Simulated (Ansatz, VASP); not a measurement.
**CuI: VASP beside Ansatz**

```
Cu I
1.0
     0.00000    3.03900    3.03900
     3.03900    0.00000    3.03900
     3.03900    3.03900    0.00000
Cu I
1 1
Direct
  0.25000 0.25000 0.25000
  0.00000 0.00000 0.00000
```

Alike in both runs: task single point; functional PBE; k mesh 8 × 8 × 8; occupations gaussian, width 0.02 eV; no spin polarisation.

|  | VASP | Ansatz |
| --- | --- | --- |
| version | VASP 6.6.1 | Ansatz 0.2.0 |
| potentials or method | VASP PAW PBE potentials, release 64 (Cu, I), cutoff 520 eV | scalar-relativistic, plane waves, PAW |
| valence electrons in the cell | 18 | 36 |

|  | VASP | Ansatz | Ansatz less VASP |
| --- | --- | --- | --- |
| gap on the k mesh at the Fermi level (eV) | 1.12 | 1.10 | -0.022 |
| least direct gap on the mesh (eV) | 1.12 | 1.10 | -0.022 |

The functional is the same, so the differences come from potentials, cutoffs and numerics. VASP's potentials hold 18 valence electrons a cell and Ansatz's 36, so a difference there can come from the potentials and not from the codes.

Neither program's run includes spin-orbit coupling.
